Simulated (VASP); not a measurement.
Write the native input for VASP 6.6.1 that does the following.

- Task: single point
- Functional: r2SCAN
- Potentials or basis: VASP PAW PBE potentials, release 64 (Si, C)
- Cutoff: 520 eV
- k mesh: 12 × 12 × 6
- Occupations: gaussian, width 0.05 eV
- Spin: no spin polarisation
- Dipole correction: no
- Further INCAR settings: ALGO = Normal; EDIFF = 1e-07; NBANDS = 16

The system is SiC.

```
Si C
1.0
     3.07600    0.00000    0.00000
    -1.53800    2.66389    0.00000
     0.00000    0.00000    5.04800
Si C
2 2
Direct
  0.31926 0.63851 0.00000
  0.68074 0.36149 0.50000
  0.34600 0.69200 0.38500
  0.65400 0.30800 0.88500
```

This cell differs from its parent crystal: mode 4 (274.0 1/cm) frozen in, largest displacement -0.075 Å.

The input as run:

POSCAR

```
SiC
1.0
    3.0759982064      0.0000000000      0.0000000000
   -1.5379991032      2.6638925888      0.0000000000
    0.0000000000      0.0000000000      5.0480000000
Si C
2 2
Direct
    0.3192561892      0.6385123783      0.0000000000
    0.6807438108      0.3614876217      0.5000000000
    0.3459992479      0.6919984959      0.3850000000
    0.6540007521      0.3080015041      0.8850000000
```

INCAR.step1

```
SYSTEM = SiC
PREC = Accurate ; ENCUT = 520
ISMEAR = 0 ; SIGMA = 0.05
LREAL = .False. ; LASPH = .True.
NELM = 80 ; NBANDS = 16
GGA = PE ; ALGO = Normal
EDIFF = 1E-4 ; LWAVE = .True.
LCHARG = .False.
```

INCAR.step2

```
SYSTEM = SiC
PREC = Accurate ; ENCUT = 520
EDIFF = 1E-7 ; ISMEAR = 0
SIGMA = 0.05 ; LREAL = .False.
LASPH = .True. ; NELM = 80
ALGO = Normal ; ISIF = 2
LWAVE = .False. ; LCHARG = .True.
METAGGA = R2SCAN ; LMIXTAU = .True.
LELF = .True. ; LVHAR = .True.
NBANDS = 16 ; ISTART = 1
```

KPOINTS

```
Automatic mesh
0
Gamma
  12 12 6
  0 0 0
```

Potentials or basis: VASP PAW PBE potentials, release 64 (Si, C).

Launch:

```bash
$ cat potpaw_PBE.64/Si/POTCAR potpaw_PBE.64/C/POTCAR > POTCAR
$ cp INCAR.step1 INCAR
$ mpirun -np 1 vasp_std > vasp.out
$ cp INCAR.step2 INCAR
$ mpirun -np 1 vasp_std > vasp.out
```

Results of the run:

* Pressure: -0.1 GPa
* Largest force: 0.958 eV/Å
* Band gap on the k mesh: 2.63 eV, indirect (least direct gap 4.54 eV)

Caveat: the cell differs from its parent crystal (mode 4 (274.0 1/cm) frozen in, largest displacement -0.075 Å); the PAW data sets were made with another functional, which shifts forces and pressure a little.

It took 2.9 min on 1 thread of Intel(R) Xeon(R) 6975P-C (Granite Rapids), with other jobs on the host, peak memory 0.23 GiB.
